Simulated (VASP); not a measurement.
**YGeF5: single point with PBE**

Crystal: YGeF5.

```xyz
7
Lattice="0.0000 4.9497 4.9497 4.9497 0.0000 4.9497 4.9497 4.9497 0.0000" Properties=species:S:1:pos:R:3 pbc="T T T"
Y     4.9497    4.9497    4.9497
Ge    7.4245    7.4245    7.4245
F     6.4260    8.4230    6.4260
F     8.4230    8.4230    8.4230
F     8.4230    6.4260    6.4260
F     6.4260    6.4260    8.4230
F     0.0000    0.0000    0.0000
```

| Quantity | Value |
| --- | --- |
| Program | VASP 6.6.1 |
| Task | single point |
| Functional | PBE |
| Potentials or basis | VASP PAW PBE potentials, release 64 (Y_sv, Ge_d, F) |
| Cutoff | 520 eV |
| k mesh | 6 × 6 × 6 |
| Occupations | gaussian, width 0.01 eV |
| Spin | no spin polarisation |
| Dipole correction | no |
| Further INCAR settings | ALGO = Normal; EDIFF = 1e-07; NBANDS = 39 |

```yaml
Pressure: 0.1 GPa
Largest_force: 0.116 eV/Å
Band_gap_on_the_k_mesh: 0.07 eV, indirect (least direct gap 0.13 eV)
```

Forces on the atoms (eV/Å):
```
Y    0.000  0.000  0.000
Ge   0.000  0.000  0.000
F   -0.067  0.067 -0.067
F    0.067  0.067  0.067
F    0.067 -0.067 -0.067
F   -0.067 -0.067  0.067
F    0.000  0.000  0.000
```

Levels at points of the mesh, in eV from the valence-band top:
```csv
k point,band 27,band 28,band 29,band 30,band 31,band 32,band 33,band 34
"(0.00, 0.00, 0.00)",-0.78,-0.15,-0.15,-0.15,0.15,0.15,0.15,0.25
"(0.50, 0.00, 0.00)",-0.53,-0.16,-0.16,0.00,0.13,0.17,0.17,0.26
"(0.50, 0.50, 0.00)",-0.33,-0.13,-0.13,-0.12,0.07,0.18,0.18,0.20
```

It took 20 min on 1 thread of AMD EPYC 7571, with other jobs on the host, peak memory 0.47 GiB.

A k mesh can miss the band edges.
